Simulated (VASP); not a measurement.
# NaF (Villiaumite) (Fm-3m) in VASP: further runs

Runs on NaF (Villiaumite). Level: PBE. Tasks: single point.

All numbers are computed with VASP 6.6.1; they aren't measurements. Logs are shortened: lines on timing, memory, paths and dates and some standing lists are left out, and cuts for length are marked.

### Step 1. The cell of the first run

It takes space group Fm-3m (No. 225, cubic). Conventional cell: a = 4.330 Å, b = 4.330 Å, c = 4.330 Å, α = 90.00°, β = 90.00°, γ = 90.00°. Within 2.9 Å of Na (site symmetry m-3m) lie 6 F at 2.17 Å. F (site symmetry m-3m) has 6 Na at 2.17 Å within 2.9 Å.

### Step 2. Single point, PBE (strain -5.8%)

Contents of INCAR:

```
SYSTEM = NaF
ALGO = Normal
EDIFF = 1E-6
ENCUT = 520
GGA = PE
ISIF = 2
ISMEAR = 0
LASPH = .TRUE.
LCHARG = .FALSE.
LREAL = .FALSE.
LWAVE = .FALSE.
NBANDS = 14
NELM = 100
PREC = Accurate
SIGMA = 0.01
```

Contents of KPOINTS:

```
k-points
0
G
  6 6 6
  0 0 0
```

Contents of POSCAR:

```
NaF
1.0
    0.0000000000      2.1651503900      2.1651503900
    2.1651503900      0.0000000000      2.1651503900
    2.1651503900      2.1651503900      0.0000000000
Na F
1 1
Direct
    0.0000000000      0.0000000000      0.0000000000
    0.5000000000      0.5000000000      0.5000000000
```

Potentials or basis: VASP PAW PBE potentials, release 64 (Na_pv, F).

Started as:

```console
> cat potpaw_PBE.64/Na_pv/POTCAR potpaw_PBE.64/F/POTCAR > POTCAR
> mpirun -np 1 vasp_std > vasp.out
```

OUTCAR:

```text
SYSTEM = NaF
   EDIFF = 1E-6
   ENCUT = 520
   GGA = PE
   ISIF = 2
   ISMEAR = 0
   LASPH = .TRUE.
   LREAL = .FALSE.
   NELM = 100
   PREC = Accurate

 ion  position               nearest neighbor table
   1  0.000  0.000  0.000-   2 2.17   2 2.17   2 2.17   2 2.17   2 2.17   2 2.17
   2  0.500  0.500  0.500-   1 2.17   1 2.17   1 2.17   1 2.17   1 2.17   1 2.17

  LATTYP: Found a face centered cubic cell.
 ALAT       =     4.3303007800

  Lattice vectors:

 A1 = (   0.0000000000,   2.1651503900,   2.1651503900)
 A2 = (   2.1651503900,   0.0000000000,   2.1651503900)
 A3 = (   2.1651503900,   2.1651503900,   0.0000000000)

Analysis of symmetry for initial positions (statically):
=====================================================================
 Subroutine PRICEL returns:
 Original cell was already a primitive cell.

 Routine SETGRP: Setting up the symmetry group for a
 face centered cubic supercell.

 Subroutine GETGRP returns: Found 48 space group operations
 (whereof 48 operations were pure point group operations)
 out of a pool of 48 trial point group operations.

The static configuration has the point symmetry O_h .

Analysis of symmetry for dynamics (positions and initial velocities):
=====================================================================
 Subroutine PRICEL returns:
 Original cell was already a primitive cell.

 Routine SETGRP: Setting up the symmetry group for a
 face centered cubic supercell.

 Subroutine GETGRP returns: Found 48 space group operations
 (whereof 48 operations were pure point group operations)
 out of a pool of 48 trial point group operations.

The dynamic configuration has the point symmetry O_h .

 Subroutine INISYM returns: Found 48 space group operations
 (whereof 48 operations are pure point group operations),
 and found     1 'primitive' translations

----------------------------------------------------------------------------------------

                                     Primitive cell

  volume of cell :      20.2999

  direct lattice vectors                    reciprocal lattice vectors
     0.000000000  2.165150390  2.165150390    -0.230930841  0.230930841  0.230930841
     2.165150390  0.000000000  2.165150390     0.230930841 -0.230930841  0.230930841
     2.165150390  2.165150390  0.000000000     0.230930841  0.230930841 -0.230930841

  length of vectors
     3.061985046  3.061985046  3.061985046     0.399983949  0.399983949  0.399983949

  position of ions in fractional coordinates (direct lattice)
     0.000000000  0.000000000  0.000000000
     0.500000000  0.500000000  0.500000000

  ion indices of the primitive-cell ions
   primitive index   ion index
                 1           1
                 2           2

----------------------------------------------------------------------------------------

 KPOINTS: k-points

Automatic generation of k-mesh.
 Grid dimensions read from file:
 generate k-points for:    6    6    6

 Generating k-lattice:

  Cartesian coordinates                     Fractional coordinates (reciprocal lattice)
    -0.038488473  0.038488473  0.038488473     0.166666667  0.000000000  0.000000000
     0.038488473 -0.038488473  0.038488473     0.000000000  0.166666667  0.000000000
     0.038488473  0.038488473 -0.038488473     0.000000000  0.000000000  0.166666667

  Length of vectors
     0.066663992  0.066663992  0.066663992

  Shift w.r.t. Gamma in fractional coordinates (k-lattice)
     0.000000000  0.000000000  0.000000000

 Subroutine IBZKPT returns following result:
 ===========================================

 Found     16 irreducible k-points:

 Following reciprocal coordinates:
            Coordinates               Weight
  0.000000  0.000000  0.000000      1.000000
  0.166667  0.000000  0.000000      8.000000
  0.333333  0.000000  0.000000      8.000000
  0.500000  0.000000  0.000000      4.000000
  0.166667  0.166667  0.000000      6.000000
  0.333333  0.166667  0.000000     24.000000
[... 8 lines left out ...]
 -0.333333  0.333333  0.166667     24.000000
 -0.333333  0.500000  0.166667     12.000000
   k-points           NKPTS =     16   k-points in BZ     NKDIM =     16   number of bands    NBANDS=     14
   number of dos      NEDOS =    301   number of ions     NIONS =      2
   total plane-waves  NPLWV =  13824
   dimension x,y,z NGX =    24 NGY =   24 NGZ =   24
   dimension x,y,z NGXF=    48 NGYF=   48 NGZF=   48
   ions per type =               1   1
   NGX,Y,Z   is equivalent  to a cutoff of  13.03, 13.03, 13.03 a.u.
   NGXF,Y,Z  is equivalent  to a cutoff of  26.06, 26.06, 26.06 a.u.
 SYSTEM =  NaF
   PREC   = accura    normal or accurate (medium, high low for compatibility)
   ISTART =      0    job   : 0-new  1-cont  2-samecut
   ICHARG =      2    charge: 1-file 2-atom 10-const
   ISPIN  =      1    spin polarized calculation?
   LNONCOLLINEAR =      F non collinear calculations
   LSORBIT =      F    spin-orbit coupling
   LASPH  =      T    aspherical Exc in radial PAW
   ENCUT  =  520.0 eV  38.22 Ry    6.18 a.u.   5.69  5.69  5.69*2*pi/ulx,y,z
   NELM   =    100;   NELMIN=  2; NELMDL= -5     # of ELM steps
   EDIFF  = 0.1E-05   stopping-criterion for ELM
   LREAL  =      F    real-space projection
   EDIFFG = 0.1E-04   stopping-criterion for IOM
   NSW    =      0    number of steps for IOM
   IBRION =     -1    ionic relax: 0-MD 1-quasi-New 2-CG
   NFREE  =      0    steps in history (QN), initial steepest desc. (CG)
   ISIF   =      2    stress and relaxation
   ISYM   =      2    0-nonsym 1-usesym 2-fastsym
   POTIM  = 0.5000    time-step for ionic-motion
   TEBEG  =    0.0;   TEEND  =   0.0 temperature during run
   PSTRESS=    0.0 pullay stress
   NELECT =      14.0000    total number of electrons
   NUPDOWN=      -1.0000    fix difference up-down
   EMIN   =  10.00;   EMAX   =-10.00  energy-range for DOS
   EFERMI =   0.00;   METHOD = LEGACY
   ISMEAR =     0;   SIGMA  =   0.01  broadening in eV -4-tet -1-fermi 0-gaus
   EFERMI_NEDOS =   21; number of points for ismear=-14 and -15
   IALGO  =     38    algorithm
   IMIX   =      4    mixing-type and parameters
     AMIX     =   0.40;   BMIX     =  1.00
     AMIX_MAG =   1.60;   BMIX_MAG =  1.00
  volume/ion in A,a.u.               =      10.15        68.50
  Fermi-wavevector in a.u.,A,eV,Ry     =   1.446392  2.733285 28.464079  2.092051
  Thomas-Fermi vector in A             =   2.564466
   LORBIT       =      0    0 simple, 1 ext, 2 COOP (PROOUT), +10 PAW based schemes
   GGA     = PE    functional components
   LHFCALC =     F    Hartree Fock is set to
   AEXX    =    0.0000 exact exchange contribution
   IVDW    =     0    specifies the selected vdW correction
   LEPSILON=     F    determine dielectric tensor
   LRPA    =     F    only Hartree local field effects (RPA)
 non-spin polarized calculation
 Gauss-broadening in eV      SIGMA  =   0.01
  energy-cutoff  :      520.00
  volume of cell :       20.30
 maximum number of plane-waves:       568
   NGX = 11   NGY = 11   NGZ = 11

 number of electron      13.9999982 magnetization

 Free energy of the ion-electron system (eV)
  ---------------------------------------------------
  ext. energy  EPLUGINS =         0.00000000
  ---------------------------------------------------
  free energy    TOTEN  =        -8.28683106 eV

  energy without entropy =       -8.28683106  energy(sigma->0) =       -8.28683106

 E-fermi :  -0.9714     XC(G=0): -10.1707

 val. band max:       -1.0405617808   @ k =   0.0000   0.0000   0.0000
 cond. band min:       6.5122462080   @ k =   0.0000   0.0000   0.0000
 fundamental gap:      7.5528079888
 Fermi energy:        -0.9713516177

 k-point     1 :       0.0000    0.0000    0.0000
  band No.  band energies     occupation
      1     -20.6261      2.00000
      2     -19.4383      2.00000
      3     -19.4383      2.00000
      4     -19.4383      2.00000
      5      -1.0406      2.00000
      6      -1.0406      2.00000
      7      -1.0406      2.00000
      8       6.5122      0.00000
      9      19.3902      0.00000
     10      19.3902      0.00000
     11      19.3902      0.00000
     12      22.7086      0.00000
     13      25.1259      0.00000
     14      25.1259      0.00000

 k-point     2 :       0.1667    0.0000    0.0000
  band No.  band energies     occupation
      1     -20.8296      2.00000
      2     -19.4432      2.00000
      3     -19.4432      2.00000
      4     -19.1775      2.00000
      5      -1.6682      2.00000
      6      -1.1384      2.00000
      7      -1.1384      2.00000
      8       7.5648      0.00000
      9      16.7902      0.00000
     10      19.9571      0.00000
     11      19.9571      0.00000
     12      24.4986      0.00000
     13      24.4986      0.00000
     14      25.9433      0.00000

 k-point     3 :       0.3333    0.0000    0.0000
  band No.  band energies     occupation
      1     -21.1087      2.00000
      2     -19.4529      2.00000
      3     -19.4529      2.00000
      4     -18.7791      2.00000
      5      -2.6858      2.00000
      6      -1.3293      2.00000
      7      -1.3293      2.00000
      8       9.6920      0.00000
      9      14.4125      0.00000
     10      21.0258      0.00000
     11      21.0258      0.00000
     12      24.1056      0.00000
     13      24.1056      0.00000
     14      26.3244      0.00000
[... 188 lines left out ...]
 k-point    15 :      -0.3333    0.3333    0.1667
  band No.  band energies     occupation
      1     -20.8238      2.00000
      2     -19.5881      2.00000
      3     -19.5428      2.00000
      4     -18.9313      2.00000
      5      -2.5078      2.00000
      6      -1.9812      2.00000
      7      -1.6046      2.00000
      8      12.8002      0.00000
      9      13.4632      0.00000
     10      17.4392      0.00000
     11      19.4934      0.00000
     12      24.1149      0.00000
     13      24.9399      0.00000
     14      30.2334      0.00000

 k-point    16 :      -0.3333    0.5000    0.1667
  band No.  band energies     occupation
      1     -20.5565      2.00000
      2     -19.6755      2.00000
      3     -19.5865      2.00000
      4     -19.1356      2.00000
      5      -2.4062      2.00000
      6      -1.8653      2.00000
      7      -1.7496      2.00000
      8      13.2974      0.00000
      9      13.7809      0.00000
     10      15.8864      0.00000
     11      19.3438      0.00000
     12      23.1068      0.00000
     13      27.8582      0.00000
     14      28.3549      0.00000

------------------------ aborting loop because EDIFF is reached ----------------------------------------

  FORCE on cell =-STRESS in cart. coord.  units (eV):
  Direction    XX          YY          ZZ          XY          YZ          ZX
  --------------------------------------------------------------------------------------
  -------------------------------------------------------------------------------------
  Total        2.4775607      2.4775607      2.4775607      0.0000000      0.0000000     -0.0000000
  in kB      195.5422860    195.5422860    195.5422860      0.0000000      0.0000000     -0.0000000
  external PRESSURE =     195.5422860 kB  Pullay stress =       0.0000000 kB

 VOLUME and BASIS-vectors are now :
 -----------------------------------------------------------------------------
  energy-cutoff  :      520.00
  volume of cell :       20.30
      direct lattice vectors                 reciprocal lattice vectors
     0.000000000  2.165150390  2.165150390    -0.230930841  0.230930841  0.230930841
     2.165150390  0.000000000  2.165150390     0.230930841 -0.230930841  0.230930841
     2.165150390  2.165150390  0.000000000     0.230930841  0.230930841 -0.230930841

 POSITION                                       TOTAL-FORCE (eV/Angst)
 -----------------------------------------------------------------------------------
      0.00000      0.00000      0.00000         0.000000     -0.000000     -0.000000
      2.16515      2.16515      2.16515        -0.000000      0.000000      0.000000
 -----------------------------------------------------------------------------------
    total drift:                                0.000000     -0.000000      0.000000

  FREE ENERGIE OF THE ION-ELECTRON SYSTEM (eV)
  ---------------------------------------------------
  free  energy   TOTEN  =        -8.2868310567 eV

  energy  without entropy=       -8.2868310567  energy(sigma->0) =       -8.28683106
```

Wall time 2 s (1 thread of Intel Xeon 6975P-C (Granite Rapids), shared host); peak memory 0.13 GiB.

Results:

| Item | Value |
| --- | --- |
| Free energy | -8.2868 eV |
| Pressure | 19.6 GPa |
| Band gap on the k mesh | 7.55 eV, direct |

Levels at points of the mesh, in eV from the valence-band top:
```
           k point  band 3  band 4  band 5  band 6  band 7  band 8  band 9  band 10  band 11  band 12
(0.00, 0.00, 0.00)  -18.40  -18.40    0.00    0.00    0.00    7.55   20.43    20.43    20.43    23.75
(0.50, 0.00, 0.00)  -18.42  -17.57   -2.08   -0.38   -0.38   12.12   14.31    22.42    22.42    25.47
(0.50, 0.50, 0.00)  -18.50  -18.50   -1.60   -0.51   -0.51   13.95   14.97    15.79    22.61    22.61
```

Caveat: the cell differs from its parent crystal (strain -5.8%).

### Step 3. Single point, PBE

This run uses another cell than the first one, of 12.12 Å³/atom, 1.194 times its volume.

Contents of INCAR:

```
PREC = Accurate ; ENCUT = 520
EDIFF = 1E-6 ; ISMEAR = 0
SIGMA = 0.01 ; LREAL = F
LASPH = T ; NELM = 100
ALGO = Normal ; ISIF = 2
LWAVE = F ; LCHARG = F
GGA = PE ; NBANDS = 14
```

Contents of KPOINTS:

```
regular mesh
0
Gamma
  6 6 6
```

Contents of POSCAR:

```
NaF
1.0
    0.0000000000      2.2972417931      2.2972417931
    2.2972417931      0.0000000000      2.2972417931
    2.2972417931      2.2972417931      0.0000000000
Na F
1 1
Direct
    0.0000000000      0.0000000000      0.0000000000
    0.5000000000      0.5000000000      0.5000000000
```

Potentials or basis: VASP PAW PBE potentials, release 64 (Na_pv, F).

Started as:

```console
> cat potpaw_PBE.64/Na_pv/POTCAR potpaw_PBE.64/F/POTCAR > POTCAR
> mpirun -np 1 vasp_std > vasp.out
```

Run time: 2.1 s. Hardware: 1 thread of Intel Xeon 6975P-C (Granite Rapids), shared host; peak memory 0.13 GiB.

The run converged. Its results:

| Property | Result |
| --- | --- |
| Free energy | -8.5496 eV |
| Pressure | 3.5 GPa |
| Band gap on the k mesh | 6.44 eV, direct |

Levels at points of the mesh, in eV from the valence-band top:
```tsv
k point	band 3	band 4	band 5	band 6	band 7	band 8	band 9	band 10	band 11	band 12
(0.00, 0.00, 0.00)	-18.87	-18.87	0.00	0.00	0.00	6.44	19.16	19.16	19.16	22.08
(0.50, 0.00, 0.00)	-18.88	-18.11	-1.64	-0.27	-0.27	10.94	12.69	20.39	20.39	23.23
(0.50, 0.50, 0.00)	-18.93	-18.93	-1.31	-0.42	-0.42	13.37	13.39	13.86	20.11	20.11
```
